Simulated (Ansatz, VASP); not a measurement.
Mg in VASP and in Ansatz

```
Mg
1.0
     0.00000    3.42753    3.42753
     3.42753    0.00000    3.42753
     3.42753    3.42753    0.00000
Mg
2
Direct
  0.00000 0.00000 0.00000
  0.25000 0.25000 0.25000
```

Alike in both runs: task electric field gradients; functional PBEsol; k mesh 9 × 9 × 9; occupations fermi-dirac, width 0.08 eV; no spin polarisation.

```csv
,VASP,Ansatz
version,VASP 6.6.1,Ansatz 0.2.0
potentials or method,"VASP PAW PBE potentials, release 64 (Mg)","PAW with Ansatz's default frozen-core files, scalar-relativistic"
plane-wave cutoff (eV),520,420
valence electrons in the cell,4,20
```

|  | VASP | Ansatz | Ansatz less VASP |
| --- | --- | --- | --- |
| pressure (GPa) | -0.4 | -0.4 | 0.00 |

VASP's potentials were made for PBE, not for PBEsol. VASP's potentials hold 4 valence electrons a cell and Ansatz's 20, so a difference there can come from the potentials and not from the codes.
